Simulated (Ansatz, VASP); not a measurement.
## NaCl in VASP and in Ansatz

The input INCAR:

```
SYSTEM = NaCl
PREC = Accurate
ENCUT = 520
EDIFF = 1E-8
ISMEAR = 0
SIGMA = 0.01
LREAL = Auto
LASPH = .TRUE.
NELM = 60
ALGO = Normal
ISIF = 2
LWAVE = .FALSE.
LCHARG = .FALSE.
GGA = PE
LEFG = .TRUE.
NBANDS = 70
```

Contents of KPOINTS:

```
regular mesh
0
G
  3 3 3
  0 0 0
```

File POSCAR:

```
NaCl
1.0
    0.0000000000      5.6200000000      5.6200000000
    5.6200000000      0.0000000000      5.6200000000
    5.6200000000      5.6200000000      0.0000000000
Na Cl
8 8
Direct
    0.0000000000      0.0000000000      0.0000000000
    0.0000000000      0.0000000000      0.5000000000
    0.0000000000      0.5000000000      0.0000000000
    0.0000000000      0.5000000000      0.5000000000
    0.5000000000      0.0000000000      0.0000000000
    0.5000000000      0.0000000000      0.5000000000
    0.5000000000      0.5000000000      0.0000000000
    0.5000000000      0.5000000000      0.5000000000
    0.2500000000      0.2500000000      0.2500000000
    0.2500000000      0.2500000000      0.7500000000
    0.2500000000      0.7500000000      0.2500000000
    0.2500000000      0.7500000000      0.7500000000
    0.7500000000      0.2500000000      0.2500000000
    0.7500000000      0.2500000000      0.7500000000
    0.7500000000      0.7500000000      0.2500000000
    0.7500000000      0.7500000000      0.7500000000
```

Input for Ansatz:

```yaml
crystal:
  lattice:
    - [0.0, 5.62, 5.62]
    - [5.62, 0.0, 5.62]
    - [5.62, 5.62, 0.0]
  atoms:
    - { symbol: Na, position: [0.0, 0.0, 0.0] }
    - { symbol: Na, position: [0.0, 0.0, 0.5] }
    - { symbol: Na, position: [0.0, 0.5, 0.0] }
    - { symbol: Na, position: [0.0, 0.5, 0.5] }
    - { symbol: Na, position: [0.5, 0.0, 0.0] }
    - { symbol: Na, position: [0.5, 0.0, 0.5] }
    - { symbol: Na, position: [0.5, 0.5, 0.0] }
    - { symbol: Na, position: [0.5, 0.5, 0.5] }
    - { symbol: Cl, position: [0.25, 0.25, 0.25] }
    - { symbol: Cl, position: [0.25, 0.25, 0.75] }
    - { symbol: Cl, position: [0.25, 0.75, 0.25] }
    - { symbol: Cl, position: [0.25, 0.75, 0.75] }
    - { symbol: Cl, position: [0.75, 0.25, 0.25] }
    - { symbol: Cl, position: [0.75, 0.25, 0.75] }
    - { symbol: Cl, position: [0.75, 0.75, 0.25] }
    - { symbol: Cl, position: [0.75, 0.75, 0.75] }
kpoints:
  mp_grid: { grid: [3, 3, 3] }
scf:
  occupations: { method: fixed }
hamiltonian:
  xc: pbe
  pseudopotentials: { kind: paw }
output:
  forces: true
  efg:
    quadrupole_moments_barn: { Na: 0.104, Cl: -0.08112 }
    contact_densities: true
  core_levels:
    shells: { Cl: "2p", Na: "1s" }
    counted_from: valence_top
    eps_inf: [2.513, 2.513, 2.513]
```

Alike in both runs: task electric field gradients; functional PBE; k mesh 3 × 3 × 3; no spin polarisation.

|  | VASP | Ansatz |
| --- | --- | --- |
| version | VASP 6.6.1 | Ansatz 0.2.0 |
| potentials or method | VASP PAW PBE potentials, release 64 (Na_pv, Cl) | plane-wave PAW, scalar-relativistic |
| plane-wave cutoff (eV) | 520 | 420 |
| occupations | gaussian, width 0.01 eV | fixed |
| valence electrons in the cell | 112 | 128 |

```tsv
	VASP	Ansatz	Ansatz less VASP
gap on the k mesh at the Fermi level (eV)	5.15	5.15	0.000
```

VASP's potentials hold 112 valence electrons a cell and Ansatz's 128, so a difference there can come from the potentials and not from the codes.
